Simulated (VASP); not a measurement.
MoH4:

```
H Mo
1.0
     2.96962    0.00000    0.00000
    -1.48481    2.57177    0.00000
     0.00000    0.00000    6.41438
H Mo
4 1
Cartesian
  0.0000 1.7145 1.6036
  0.0000 1.7145 4.8108
  1.4848 0.8573 1.6036
  1.4848 0.8573 4.8108
  0.0000 0.0000 0.0000
```

- Program: VASP 6.6.1
- Task: relaxation of cell and atoms
- Functional: PBE
- Potentials or basis: VASP PAW PBE potentials, release 64 (H, Mo_sv)
- Cutoff: 600 eV
- k mesh: 6 × 6 × 4
- Occupations: gaussian, width 0.1 eV
- Spin: no spin polarisation

At the start: pressure -23.9 GPa; volume 9.80 Å³/atom.

Task: Where does the relaxation end?

Result: Over 5 steps the energy falls by 411.1 meV/atom and the volume is 7.26 Å³/atom (-25.9 %); space group P6/mmm (No. 191, to 0.05 Å).

The path:
```tsv
step	energy change (eV)	largest force (eV/Å)	pressure (GPa)	volume (Å³)
1	0.0000	1.5524	-23.89	48.99
2	-1.5840	0.9716	-8.36	39.32
3	-1.7848	0.5042	5.39	35.79
4	-2.0082	0.2230	2.10	36.11
5	-2.0556	0.0206	-0.05	36.31
```

Final structure:
```cif
data_structure
_symmetry_space_group_name_H-M 'P 1'
_symmetry_Int_Tables_number 1
_cell_length_a 2.8549
_cell_length_b 2.8549
_cell_length_c 5.1447
_cell_angle_alpha 90.000
_cell_angle_beta 90.000
_cell_angle_gamma 120.000
_cell_volume 36.31
loop_
_atom_site_label
_atom_site_type_symbol
_atom_site_fract_x
_atom_site_fract_y
_atom_site_fract_z
_atom_site_occupancy
H1 H 0.33333 0.66667 0.22085 1
H2 H 0.33333 0.66667 0.77915 1
H3 H 0.66667 0.33333 0.22085 1
H4 H 0.66667 0.33333 0.77915 1
Mo1 Mo 0.00000 0.00000 0.00000 1
```

Caveat: the k points lie up to 0.42 Å⁻¹ apart in the final cell; the volume moved by over 15 % at a fixed basis, so the end points are rough.
